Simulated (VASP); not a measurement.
Write the native input for VASP 6.6.1 that does the following.

```
Task                   : single point
Functional             : PBEsol
Potentials or basis    : VASP PAW PBE potentials, release 64 (Co, O)
Cutoff                 : 520 eV
k mesh                 : 6 × 6 × 6
Occupations            : gaussian, width 0.1 eV
Spin                   : collinear spin, ferromagnetic start
Starting moments       : [2.74, 0.38] μB
Dipole correction      : no
Further INCAR settings : ALGO = Normal; EDIFF = 1e-06; NBANDS = 18
```

The structure of CoO lies in POSCAR:

```
CoO
1.0
   -1.5080001529      1.5080001529      2.1072499549
    1.5080001529     -1.5080001529      2.1072499549
    1.5080001529      1.5080001529     -2.1072499549
Co O
1 1
Direct
    0.0000000000      0.0000000000      0.0000000000
    0.5000000000      0.5000000000      0.0000000000
```

One way to write it, as run:

INCAR

```
  ALGO = Normal
  EDIFF = 1E-6
  ENCUT = 520
  GGA = PS
  ISIF = 2
  ISMEAR = 0
  ISPIN = 2
  LASPH = True
  LCHARG = True
  LELF = True
  LMAXMIX = 4
  LORBIT = 11
  LREAL = False
  LVHAR = True
  LWAVE = False
  MAGMOM = 2.74 0.38
  NBANDS = 18
  NELM = 150
  PREC = Accurate
  SIGMA = 0.1
```

KPOINTS

```
k-points
0
Gamma
  6 6 6
```

Potentials or basis: VASP PAW PBE potentials, release 64 (Co, O).

Launch:

```bash
$ cat potpaw_PBE.64/Co/POTCAR potpaw_PBE.64/O/POTCAR > POTCAR
$ mpirun -np 1 vasp_std > vasp.out
```

It gave:

- Pressure: -11.5 GPa
- Net moment: 2.78 μB per cell
- Site moments: Co +2.46; O +0.27 μB
- Valence electrons inside the program's atomic spheres: Co 7.83; O 4.95

Caveat: the k points lie up to 0.49 Å⁻¹ apart; the PAW data sets were made with another functional, which shifts forces and pressure a little; a cell with one magnetic atom can't hold antiferromagnetic order, which such compounds often take.

Run time: 13 s on 1 thread of Intel(R) Xeon(R) 6975P-C (Granite Rapids) (shared host), peak memory 0.15 GiB.
